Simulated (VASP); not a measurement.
# Si16H5Cl in VASP: further runs

Runs on Si16H5Cl. Level: PBEsol. Tasks: single point.

All numbers are computed with VASP 6.6.1; they aren't measurements. Logs are shortened: lines on timing, memory, paths and dates and some standing lists are left out, and cuts for length are marked.

## Step 1: The cell of the first run

The cell holds a slab with vacuum, 22 atoms: a = 7.679 Å, b = 7.679 Å, c = 18.419 Å, α = 90.00°, β = 90.00°, γ = 60.00°.

## Step 2: Single point, PBEsol

The input, INCAR:

```
ALGO = Normal ; EDIFF = 1E-6
ENCUT = 520 ; GGA = PS
ISIF = 2 ; ISMEAR = 0
LASPH = True ; LCHARG = False
LREAL = Auto ; LWAVE = False
NBANDS = 55 ; NELM = 60
PREC = Accurate ; SIGMA = 0.02
```

The input, KPOINTS:

```
k-points
0
Gamma
  2 2 1
```

The input, POSCAR:

```
Si16H5Cl
1.0
    7.6791800000      0.0000000000      0.0000000000
    3.8395900000      6.6503650000      0.0000000000
    0.0000000000      0.0000000000     18.4187650000
H Si Cl
5 16 1
Direct
    0.1666667000      0.1666667000      0.0542925000
    0.6666667000      0.1666667000      0.0542925000
    0.1666667000      0.6666667000      0.0542925000
    0.6666667000      0.6666667000      0.0542925000
    0.0578110793     -0.0416655561      0.4270735282
    0.1666667000      0.1666667000      0.1357311000
    0.6666667000      0.1666667000      0.1357311000
    0.1666667000      0.6666667000      0.1357311000
    0.6666667000      0.6666667000      0.1357311000
   -0.1772045523      0.3389475459      0.1837725662
    0.3342039294      0.3315050231      0.1754724166
   -0.1645956692      0.8323511450      0.1781908447
    0.3340940671      0.8343182453      0.1741001552
   -0.0791732896      0.3075090112      0.3156516232
    0.3681221942      0.3164986793      0.3009496630
   -0.1194105894      0.8014029110      0.3049285531
    0.3819606376      0.8089996597      0.2987843899
    0.0526966222     -0.0354081002      0.3454229576
    0.5435884792     -0.0196843898      0.3410316696
    0.0594969881      0.4892226103      0.3673959438
    0.5788989248      0.4566313146      0.3044094901
    0.5122887001     -0.0090794704      0.4537374291
```

Potentials or basis: VASP PAW PBE potentials, release 64 (H, Si, Cl).

Launch:

```console
$ cat potpaw_PBE.64/H/POTCAR potpaw_PBE.64/Si/POTCAR potpaw_PBE.64/Cl/POTCAR > POTCAR
$ mpirun -np 1 vasp_std > vasp.out
```

OUTCAR:

```text
EDIFF = 1E-6
   ENCUT = 520
   GGA = PS
   ISIF = 2
   ISMEAR = 0
   LASPH = True
   LREAL = Auto
   NELM = 60
   PREC = Accurate

 ion  position               nearest neighbor table
   1  0.167  0.167  0.054-   6 1.50
   2  0.667  0.167  0.054-   7 1.50
   3  0.167  0.667  0.054-   8 1.50
   4  0.667  0.667  0.054-   9 1.50
   5  0.058  0.958  0.427-  18 1.50
   6  0.167  0.167  0.136-   1 1.50  13 2.32  11 2.33  10 2.45
   7  0.667  0.167  0.136-   2 1.50  11 2.33  12 2.36  10 2.36
   8  0.167  0.667  0.136-   3 1.50  12 2.34  13 2.34  11 2.35
   9  0.667  0.667  0.136-   4 1.50  13 2.32  10 2.35  12 2.36
  10  0.823  0.339  0.184-   9 2.35   7 2.36   6 2.45  14 2.52  21 2.75
  11  0.334  0.332  0.175-  15 2.32   6 2.33   7 2.33   8 2.35
  12  0.835  0.832  0.178-   8 2.34  16 2.35   7 2.36   9 2.36
  13  0.334  0.834  0.174-  17 2.32   6 2.32   9 2.32   8 2.34
  14  0.921  0.308  0.316-  21 2.29  20 2.34  18 2.37  10 2.52
  15  0.368  0.316  0.301-  11 2.32  21 2.35  19 2.36  20 2.39
  16  0.881  0.801  0.305-  19 2.34  18 2.35  12 2.35  20 2.38
  17  0.382  0.809  0.299-  13 2.32  19 2.35  21 2.35  18 2.35
  18  0.053  0.965  0.345-   5 1.50  16 2.35  17 2.35  14 2.37
  19  0.544  0.980  0.341-  22 2.09  16 2.34  17 2.35  15 2.36
  20  0.059  0.489  0.367-  14 2.34  16 2.38  15 2.39
  21  0.579  0.457  0.304-  14 2.29  15 2.35  17 2.35  10 2.75
  22  0.512  0.991  0.454-  19 2.09

  LATTYP: Found a hexagonal cell.
 ALAT       =     7.6791800344
 C/A-ratio  =     2.3985327753

  Lattice vectors:

 A1 = (  -3.8395900000,  -6.6503650000,   0.0000000000)
 A2 = (   7.6791800000,   0.0000000000,   0.0000000000)
 A3 = (   0.0000000000,   0.0000000000,  18.4187650000)

Analysis of symmetry for initial positions (statically):
=====================================================================
 Subroutine PRICEL returns:
 Original cell was already a primitive cell.

 Routine SETGRP: Setting up the symmetry group for a
 hexagonal supercell.

 Subroutine GETGRP returns: Found  1 space group operations
 (whereof  1 operations were pure point group operations)
 out of a pool of 24 trial point group operations.

The static configuration has the point symmetry C_1 .

Analysis of symmetry for dynamics (positions and initial velocities):
=====================================================================
 Subroutine PRICEL returns:
 Original cell was already a primitive cell.

 Routine SETGRP: Setting up the symmetry group for a
 hexagonal supercell.

 Subroutine GETGRP returns: Found  1 space group operations
 (whereof  1 operations were pure point group operations)
[... 129 lines left out ...]
   POTIM  = 0.5000    time-step for ionic-motion
   TEBEG  =    0.0;   TEEND  =   0.0 temperature during run
   PSTRESS=    0.0 pullay stress
   NELECT =      76.0000    total number of electrons
   NUPDOWN=      -1.0000    fix difference up-down
   EMIN   =  10.00;   EMAX   =-10.00  energy-range for DOS
   EFERMI =   0.00;   METHOD = LEGACY
   ISMEAR =     0;   SIGMA  =   0.02  broadening in eV -4-tet -1-fermi 0-gaus
   EFERMI_NEDOS =   21; number of points for ismear=-14 and -15
   IALGO  =     38    algorithm
   IMIX   =      4    mixing-type and parameters
     AMIX     =   0.40;   BMIX     =  1.00
     AMIX_MAG =   1.60;   BMIX_MAG =  1.00
  volume/ion in A,a.u.               =      42.76       288.53
  Fermi-wavevector in a.u.,A,eV,Ry     =   0.707738  1.337431  6.815061  0.500893
  Thomas-Fermi vector in A             =   1.793866
   LORBIT       =      0    0 simple, 1 ext, 2 COOP (PROOUT), +10 PAW based schemes
   GGA     = PS    functional components
   LHFCALC =     F    Hartree Fock is set to
   AEXX    =    0.0000 exact exchange contribution
   IVDW    =     0    specifies the selected vdW correction
   LEPSILON=     F    determine dielectric tensor
   LRPA    =     F    only Hartree local field effects (RPA)
 non-spin polarized calculation
 Gauss-broadening in eV      SIGMA  =   0.02
  energy-cutoff  :      520.00
  volume of cell :      940.63
 maximum number of plane-waves:     25382
 NGX is ok and might be reduce to    60
   NGX = 29   NGY = 29   NGZ = 69

 number of electron      76.0000002 magnetization

 Free energy of the ion-electron system (eV)
  ---------------------------------------------------
  ext. energy  EPLUGINS =         0.00000000
  ---------------------------------------------------
  free energy    TOTEN  =      -107.60740495 eV

  energy without entropy =     -107.60740495  energy(sigma->0) =     -107.60740495

 E-fermi :  -1.1807     XC(G=0):  -4.3745

 val. band max:       -1.2874343263   @ k =   0.5000   0.5000   0.0000
 cond. band min:      -0.6030568860   @ k =   0.0000   0.0000   0.0000
 fundamental gap:      0.6843774403
 Fermi energy:        -1.1806508783

 k-point     1 :       0.0000    0.0000    0.0000
  band No.  band energies     occupation
      1     -16.7948      2.00000
      2     -12.6213      2.00000
      3     -11.2755      2.00000
      4     -10.5056      2.00000
      5     -10.4350      2.00000
      6     -10.2224      2.00000
[... 201 lines left out ...]
     49       2.4587      0.00000
     50       2.6472      0.00000
 [bands above 50 left out]

------------------------ aborting loop because EDIFF is reached ----------------------------------------

  FORCE on cell =-STRESS in cart. coord.  units (eV):
  Direction    XX          YY          ZZ          XY          YZ          ZX
  --------------------------------------------------------------------------------------
  -------------------------------------------------------------------------------------
  Total       -0.8906144      0.9221302      0.9664136      1.6491648      0.1228619     -0.2566702
  in kB       -1.5169787      1.5706593      1.6460870      2.8090133      0.2092701     -0.4371849
  external PRESSURE =       0.5665892 kB  Pullay stress =       0.0000000 kB

 VOLUME and BASIS-vectors are now :
 -----------------------------------------------------------------------------
  energy-cutoff  :      520.00
  volume of cell :      940.63
      direct lattice vectors                 reciprocal lattice vectors
     7.679180000  0.000000000  0.000000000     0.130222237 -0.075183843  0.000000000
     3.839590000  6.650365000  0.000000000     0.000000000  0.150367687  0.000000000
     0.000000000  0.000000000 18.418765000     0.000000000  0.000000000  0.054292457

 POSITION                                       TOTAL-FORCE (eV/Angst)
 -----------------------------------------------------------------------------------
      1.91980      1.10839      1.00000        -0.183209      0.119368     -0.135748
      5.75939      1.10839      1.00000         0.177749     -0.032600     -0.150600
      3.83959      4.43358      1.00000         0.047065     -0.022334     -0.132866
      7.67918      4.43358      1.00000         0.123985     -0.146394     -0.126530
      4.12355      6.37327      7.86617        -0.004439      0.003523      0.010845
      1.91980      1.10839      2.50000        -0.290161      0.238978      0.304788
[... 14 lines left out ...]
      6.19875      3.03676      5.60685        -0.012736     -0.008577      0.002179
      7.73869      6.58998      8.35728         0.000046     -0.007645     -0.005180
 -----------------------------------------------------------------------------------
    total drift:                               -0.004570     -0.002857      0.005306

  FREE ENERGIE OF THE ION-ELECTRON SYSTEM (eV)
  ---------------------------------------------------
  free  energy   TOTEN  =      -107.6074049530 eV

  energy  without entropy=     -107.6074049530  energy(sigma->0) =     -107.60740495
```

OSZICAR:

```text
N       E                     dE             d eps       ncg     rms          rms(c)
DAV:   1     0.372979654949E+03    0.37298E+03   -0.24492E+04   440   0.101E+03
DAV:   2    -0.618285889590E+02   -0.43481E+03   -0.41751E+03   617   0.185E+02
DAV:   3    -0.109078302260E+03   -0.47250E+02   -0.46503E+02   512   0.586E+01
[... 19 lines left out ...]
DAV:  23    -0.107607379157E+03   -0.22134E-04   -0.22046E-06   528   0.577E-03    0.253E-03
DAV:  24    -0.107607394583E+03   -0.15426E-04   -0.93927E-07   384   0.248E-03    0.148E-03
DAV:  25    -0.107607401053E+03   -0.64703E-05   -0.27470E-07   384   0.149E-03    0.304E-03
DAV:  26    -0.107607404021E+03   -0.29678E-05   -0.16696E-07   352   0.133E-03    0.419E-04
DAV:  27    -0.107607404953E+03   -0.93201E-06   -0.18763E-07   360   0.121E-03
   1 F= -.10760740E+03 E0= -.10760740E+03  d E =-.118094E-14
```

stdout:

```text
POSCAR found type information on POSCAR H SiCl
 POSCAR found :  3 types and      22 ions
 scaLAPACK will be used
 -----------------------------------------------------------------------------
|                                                                             |
|                                                                             |
|     You enforced a specific xc type in the INCAR file but a different       |
|     I HOPE YOU KNOW WHAT YOU ARE DOING!                                     |
|                                                                             |
 -----------------------------------------------------------------------------

 LDA part: xc-table for (Slater+PW92), standard interpolation
 POSCAR, INCAR and KPOINTS ok, starting setup
 FFT: planning ... GRIDC
 FFT: planning ... GRID_SOFT
 FFT: planning ... GRID
 WAVECAR not read
 entering main loop
```

Run time: 21 min. Hardware: 1 thread of Intel Xeon 8259CL, shared host; peak memory 0.98 GiB.

What came out:

```
Free energy            : -107.6074 eV
Largest force          : 0.484 eV/Å
Band gap on the k mesh : 0.68 eV, indirect (least direct gap 0.73 eV)
```

Forces in eV/Å, atoms in the order of the input:
```
H   -0.183  0.119 -0.136
H    0.178 -0.033 -0.151
H    0.047 -0.022 -0.133
H    0.124 -0.146 -0.127
H   -0.004  0.004  0.011
Si  -0.290  0.239  0.305
Si  -0.054 -0.206  0.115
Si  -0.006 -0.079  0.016
Si   0.187  0.122  0.059
Si   0.003 -0.011 -0.005
Si   0.003  0.012  0.011
Si   0.014  0.013 -0.017
Si  -0.010  0.000 -0.001
Si   0.003  0.006 -0.003
Si  -0.003  0.007 -0.008
Si  -0.005 -0.028  0.014
Si  -0.018 -0.011 -0.001
Si   0.007 -0.001 -0.007
Si   0.008  0.031  0.036
Si   0.013 -0.001  0.025
Si  -0.013 -0.009  0.002
Cl   0.000 -0.008 -0.005
```

Levels at points of the mesh, in eV from the valence-band top:
```tsv
k point	band 34	band 35	band 36	band 37	band 38	band 39	band 40	band 41	band 42	band 43
(0.00, 0.00, 0.00)	-0.67	-0.48	-0.33	-0.08	-0.04	0.68	1.27	1.35	1.50	1.86
(0.50, 0.00, 0.00)	-1.46	-1.39	-0.71	-0.59	-0.01	0.93	1.90	2.00	2.33	2.62
(0.50, 0.50, 0.00)	-1.54	-1.43	-0.85	-0.60	0.00	0.92	1.74	2.12	2.46	2.57
(0.00, 0.50, 0.00)	-1.51	-1.41	-0.74	-0.67	-0.12	0.94	1.74	2.20	2.40	2.59
```

Caveat: the k points lie up to 0.47 Å⁻¹ apart; the PAW data sets were made with another functional, which shifts forces and pressure a little.

## Step 3: Single point, PBEsol

The input, INCAR:

```
PREC = Accurate ; ENCUT = 520
EDIFF = 1E-7 ; ISMEAR = 0
SIGMA = 0.02 ; LREAL = Auto
LASPH = True ; NELM = 60
ALGO = Normal ; ISIF = 2
LWAVE = False ; LCHARG = False
GGA = PS ; NBANDS = 55
```

The input, KPOINTS:

```
Automatic mesh
0
Gamma
  2 2 1
```

The input, POSCAR:

```
Si16H5Cl
1.0
    7.6791800000      0.0000000000      0.0000000000
    3.8395900000      6.6503650000      0.0000000000
    0.0000000000      0.0000000000     18.4187650000
H Si Cl
5 16 1
Direct
    0.1666666600      0.1666666600      0.0542924600
    0.6666666400      0.1666666600      0.0542924600
    0.1666666600      0.6666666300      0.0542924600
    0.6666666400      0.6666666300      0.0542924600
    0.5024999374      0.4903878671      0.2248981806
    0.1666666600      0.1666666600      0.1357311400
    0.6666666400      0.1666666600      0.1357311400
    0.1666666600      0.6666666300      0.1357311400
    0.6666666400      0.6666666300      0.1357311400
   -0.1578431189      0.3358976050      0.1842729816
    0.3330897750      0.3298641616      0.1735352307
   -0.1683933185      0.8345663389      0.1746911228
    0.3298126028      0.8369838462      0.1790706275
   -0.1793434038      0.2649632362      0.3195835180
    0.3048728677      0.3078332884      0.2987280201
   -0.1816396080      0.8182803738      0.3004456402
    0.2907939075      0.8395773299      0.3073622965
   -0.0110337393     -0.0528801068      0.3735182622
    0.4844397788     -0.0202661467      0.3433146619
   -0.0446719144      0.4667251176      0.3043562303
    0.4740571870      0.4883420658      0.3069936413
    0.5009280289     -0.0020408500      0.4558810461
```

Potentials or basis: VASP PAW PBE potentials, release 64 (H, Si, Cl).

Launch:

```console
$ cat potpaw_PBE.64/H/POTCAR potpaw_PBE.64/Si/POTCAR potpaw_PBE.64/Cl/POTCAR > POTCAR
$ mpirun -np 1 vasp_std > vasp.out
```

OUTCAR:

```text
PREC = Accurate
   ENCUT = 520
   EDIFF = 1E-7
   ISMEAR = 0
   LREAL = Auto
   LASPH = True
   NELM = 60
   ISIF = 2
   GGA = PS

 ion  position               nearest neighbor table
   1  0.167  0.167  0.054-   6 1.50
   2  0.667  0.167  0.054-   7 1.50
   3  0.167  0.667  0.054-   8 1.50
   4  0.667  0.667  0.054-   9 1.50
   5  0.502  0.490  0.225-  21 1.53
   6  0.167  0.167  0.136-   1 1.50  11 2.30  13 2.33  10 2.34
   7  0.667  0.167  0.136-   2 1.50  12 2.32  11 2.33  10 2.46
   8  0.167  0.667  0.136-   3 1.50  12 2.34  11 2.35  13 2.36
   9  0.667  0.667  0.136-   4 1.50  12 2.33  10 2.38  13 2.38
  10  0.842  0.336  0.184-   6 2.34   9 2.38   7 2.46  14 2.57  20 2.74
  11  0.333  0.330  0.174-   6 2.30   7 2.33  15 2.33   8 2.35
  12  0.832  0.835  0.175-   7 2.32  16 2.32   9 2.33   8 2.34
  13  0.330  0.837  0.179-   6 2.33   8 2.36   9 2.38  17 2.38
  14  0.821  0.265  0.320-  20 2.27  18 2.34  21 2.35  10 2.57
  15  0.305  0.308  0.299-  20 2.33  11 2.33  21 2.33  19 2.33
  16  0.818  0.818  0.300-  12 2.32  19 2.36  20 2.36  18 2.41
  17  0.291  0.840  0.307-  19 2.33  21 2.34  18 2.37  13 2.38
  18  0.989  0.947  0.374-  14 2.34  17 2.37  16 2.41
  19  0.484  0.980  0.343-  22 2.09  17 2.33  15 2.33  16 2.36
  20  0.955  0.467  0.304-  14 2.27  15 2.33  16 2.36  10 2.74
[... 218 lines left out ...]
      3     -11.2240      2.00000
      4     -10.6061      2.00000
      5     -10.5065      2.00000
      6     -10.3045      2.00000
[... 201 lines left out ...]
     49       2.4162      0.00000
     50       2.6099      0.00000
 [bands above 50 left out]

------------------------ aborting loop because EDIFF is reached ----------------------------------------

  FORCE on cell =-STRESS in cart. coord.  units (eV):
  Direction    XX          YY          ZZ          XY          YZ          ZX
  --------------------------------------------------------------------------------------
  -------------------------------------------------------------------------------------
  Total        1.4391619      3.7476497      0.8651096     -1.3300732      0.0903457      0.2717889
  in kB        2.4513166      6.3833511      1.4735364     -2.2655065      0.1538853      0.4629365
  external PRESSURE =       3.4360680 kB  Pullay stress =       0.0000000 kB

 VOLUME and BASIS-vectors are now :
 -----------------------------------------------------------------------------
  energy-cutoff  :      520.00
  volume of cell :      940.63
      direct lattice vectors                 reciprocal lattice vectors
     7.679180000  0.000000000  0.000000000     0.130222237 -0.075183843  0.000000000
     3.839590000  6.650365000  0.000000000     0.000000000  0.150367687  0.000000000
     0.000000000  0.000000000 18.418765000     0.000000000  0.000000000  0.054292457

 POSITION                                       TOTAL-FORCE (eV/Angst)
 -----------------------------------------------------------------------------------
      1.91979      1.10839      1.00000        -0.220064     -0.023876     -0.171624
      5.75938      1.10839      1.00000         0.189485      0.104980     -0.122346
      3.83959      4.43358      1.00000        -0.008114     -0.023976     -0.116433
      7.67918      4.43358      1.00000        -0.140446     -0.151939     -0.128753
      5.74168      3.26126      4.14235         0.012095      0.000567     -0.014301
      1.91979      1.10839      2.50000         0.014087     -0.239863     -0.447496
[... 14 lines left out ...]
      5.51540      3.24765      5.65444        -0.017739      0.005972      0.000854
      7.67847      6.63679      8.39677         0.005512      0.003220     -0.017788
 -----------------------------------------------------------------------------------
    total drift:                               -0.007159      0.003660      0.006966

  FREE ENERGIE OF THE ION-ELECTRON SYSTEM (eV)
  ---------------------------------------------------
  free  energy   TOTEN  =      -106.8665946689 eV

  energy  without entropy=     -106.8665946689  energy(sigma->0) =     -106.86659467
```

It took 16 min on 1 thread of Intel Xeon 8259CL, shared host; peak memory 0.99 GiB.

What came out:

```
Free energy            : -106.8666 eV
Largest force          : 0.547 eV/Å
Band gap on the k mesh : 0.74 eV, direct
```

Forces in eV/Å, atoms in the order of the input:
```
H   -0.220 -0.024 -0.172
H    0.189  0.105 -0.122
H   -0.008 -0.024 -0.116
H   -0.140 -0.152 -0.129
H    0.012  0.001 -0.014
Si   0.014 -0.240 -0.447
Si   0.409  0.088  0.353
Si   0.012  0.084  0.175
Si  -0.249  0.175  0.414
Si  -0.011 -0.002  0.004
Si   0.012 -0.003  0.009
Si  -0.009  0.012 -0.003
Si   0.002 -0.008  0.002
Si  -0.018  0.016  0.007
Si   0.013  0.006  0.001
Si   0.002 -0.003  0.004
Si   0.002 -0.016 -0.014
Si   0.011 -0.015  0.023
Si  -0.017  0.000  0.034
Si   0.005 -0.008  0.010
Si  -0.018  0.006  0.001
Cl   0.006  0.003 -0.018
```

Levels at points of the mesh, in eV from the valence-band top:
| k point | band 34 | band 35 | band 36 | band 37 | band 38 | band 39 | band 40 | band 41 | band 42 | band 43 |
| --- | --- | --- | --- | --- | --- | --- | --- | --- | --- | --- |
| (0.00, 0.00, 0.00) | -0.69 | -0.61 | -0.39 | -0.07 | 0.00 | 0.74 | 1.27 | 1.34 | 1.62 | 1.87 |
| (0.50, 0.00, 0.00) | -1.38 | -0.99 | -0.74 | -0.44 | -0.22 | 0.98 | 1.95 | 2.06 | 2.25 | 2.50 |
| (0.50, 0.50, 0.00) | -1.38 | -0.83 | -0.64 | -0.48 | -0.12 | 1.04 | 2.05 | 2.15 | 2.40 | 2.55 |
| (0.00, 0.50, 0.00) | -1.37 | -1.01 | -0.63 | -0.60 | -0.19 | 0.96 | 1.65 | 2.11 | 2.34 | 2.56 |

Caveat: the k points lie up to 0.47 Å⁻¹ apart; the PAW data sets were made with another functional, which shifts forces and pressure a little.
